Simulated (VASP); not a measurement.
**CdTe: single point with PBEsol**

The system is CdTe.

```xyz
2
Lattice="0.0000 3.0444 3.0444 3.0444 0.0000 3.0444 3.0444 3.0444 0.0000" Properties=species:S:1:pos:R:3 pbc="T T T"
Cd    0.0000    0.0000    0.0000
Te    3.0444    3.0444    3.0444
```

```json
{"Program": "VASP 6.6.1", "Task": "single point", "Functional": "PBEsol", "Potentials or basis": "VASP PAW PBE potentials, release 64 (Cd, Te)", "Cutoff": "520 eV", "k mesh": "6 × 6 × 6", "Occupations": "fermi-dirac, width 0.02 eV", "Spin": "no spin polarisation"}
```

```json
{"Pressure": "-1.9 GPa", "Band gap on the k mesh": "zero (band 9 reaches 3.96 eV, above the bottom of band 10 at 2.53 eV)"}
```

Levels at points of the mesh, in eV from the Fermi level:
| k point | band 6 | band 7 | band 8 | band 9 | band 10 | band 11 | band 12 | band 13 |
| --- | --- | --- | --- | --- | --- | --- | --- | --- |
| (0.00, 0.00, 0.00) | -8.30 | -0.52 | -0.52 | -0.52 | 0.22 | 7.01 | 7.01 | 7.01 |
| (0.50, 0.00, 0.00) | -8.22 | -5.29 | -0.08 | -0.08 | 2.56 | 3.87 | 3.87 | 4.68 |
| (0.50, 0.50, 0.00) | -7.51 | -4.23 | -2.16 | -2.16 | -1.41 | 4.10 | 9.10 | 9.10 |

Run time: 8.3 s on 1 thread of AMD EPYC 9R45 96-Core Processor (Zen 5) (shared host), peak memory 0.15 GiB.

Caveat: the PAW data sets were made with another functional, which shifts forces and pressure a little; spin-orbit coupling is left out, which moves the levels of the heavy elements.
